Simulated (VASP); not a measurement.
Crystal: Ba.

```
Ba
1.0
    -2.50500    2.50500    2.50500
     2.50500   -2.50500    2.50500
     2.50500    2.50500   -2.50500
Ba
1
Direct
  0.00000 0.00000 0.00000
```

```yaml
Program: VASP 6.6.1
Task: relaxation of cell and atoms
Functional: LDA
Potentials_or_basis: VASP PAW LDA potentials, release 64 (Ba_sv)
Cutoff: 500 eV
k_mesh: 6 × 6 × 6
Occupations: fermi-dirac, width 0.1 eV
Spin: no spin polarisation
```

At the start: pressure -1.2 GPa; volume 62.88 Å³/atom.

Q: Where does the relaxation end?

A: Over 3 steps the energy falls by 32.6 meV/atom and the volume is 55.12 Å³/atom (-12.3 %); space group Im-3m (No. 229, to 0.1 Å) before and after.

The path:
```tsv
step	energy change (eV)	largest force (eV/Å)	pressure (GPa)	volume (Å³)
1	0.0000	0.0000	-1.18	62.88
2	-0.0240	0.0000	-0.67	58.75
3	-0.0326	0.0000	-0.07	55.12
```

Final structure:
```
Ba
1.0
    -2.39739    2.39739    2.39739
     2.39739   -2.39739    2.39739
     2.39739    2.39739   -2.39739
Ba
1
Cartesian
  0.0000 0.0000 0.0000
```
